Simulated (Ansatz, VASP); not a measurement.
# One calculation of C, two programs

```
C
1.0
     0.00000    2.13346    2.77833
     1.23257    0.00000    2.77833
     1.23257    2.13346    0.00000
C
2
Cartesian
  1.2326 0.7113 2.7783
  1.2326 3.5556 2.7783
```

Change from the starting cell: volume 7.306 Å^3 an atom, stretch along c over the lengths across it, relative to the relaxed cell 0.8336.

Alike in both runs: task single point; functional PBEsol; dispersion D3(BJ); k mesh 18 × 18 × 18; occupations gaussian, width 0.03 eV; no spin polarisation.

```csv
,VASP,Ansatz
version,VASP 6.6.1,Ansatz 0.2.0
potentials or method,"VASP PAW PBE potentials, release 64 (C), cutoff 520 eV","scalar-relativistic, plane waves, PAW"
valence electrons in the cell,8,8
```

VASP gave:

| Quantity | Value |
| --- | --- |
| gap on the k mesh at the Fermi level (eV) | none |
| pressure (GPa) | 3.9 |
| traceless stress, the component that is largest in VASP (GPa) | 14.76 |
| rms of the force components (eV/Å) | 0.025 |

**Question.** What did Ansatz give for the same quantities?

**Answer.** gap on the k mesh at the Fermi level (eV): none; pressure (GPa): 3.0; traceless stress, the component that is largest in VASP (GPa): 15.70; rms of the force components (eV/Å): 0.025.

VASP's potentials were made for PBE, not for PBEsol, and Ansatz warns of the same on its side. Atom by atom the forces differ by 0.000 eV/Å (rms over components). A gap of «none» marks a metal or a gap that the smearing closes.
